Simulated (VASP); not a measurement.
Write the native input for VASP 6.6.1 that does the following.

| Item | Value |
| --- | --- |
| Task | single point |
| Functional | PBEsol |
| Potentials or basis | VASP PAW PBE potentials, release 64 (Te) |
| Cutoff | 520 eV |
| k mesh | 7 × 7 × 7 |
| Occupations | fermi-dirac, width 0.05 eV |
| Spin | no spin polarisation |
| Dipole correction | no |
| Further INCAR settings | ALGO = Normal; EDIFF = 1e-06; NBANDS = 9 |

The structure of Te lies in POSCAR:

```
Te
1.0
    2.3192174876      1.3543735364      1.6909537039
   -2.2925911978      1.3082554496      1.6909537039
   -0.0266262899     -2.6626289860      1.6909537039
Te
1
Direct
    0.5000000000      0.5000000000      0.5000000000
```

One way to write it, as run:

INCAR

```
ALGO = Normal
EDIFF = 1E-6
ENCUT = 520
GGA = PS
ISIF = 2
ISMEAR = -1
LASPH = True
LCHARG = False
LREAL = False
LWAVE = False
NBANDS = 9
NELM = 60
PREC = Accurate
SIGMA = 0.05
```

KPOINTS

```
k-points
0
Gamma
  7 7 7
```

Potentials or basis: VASP PAW PBE potentials, release 64 (Te).

The run is started by

```console
$ cat potpaw_PBE.64/Te/POTCAR > POTCAR
$ mpirun -np 1 vasp_std > vasp.out
```

It gave:

| Property | Result |
| --- | --- |
| Pressure | -0.4 GPa |
| Band gap on the k mesh | zero (band 3 reaches 9.32 eV, above the bottom of band 4 at 4.44 eV) |

Caveat: the PAW data sets were made with another functional, which shifts forces and pressure a little; spin-orbit coupling is left out, which moves the levels of the heavy elements.

Run time: 7.7 s on 1 thread of Intel(R) Xeon(R) 6975P-C (Granite Rapids), on a shared host, peak memory 0.17 GiB.
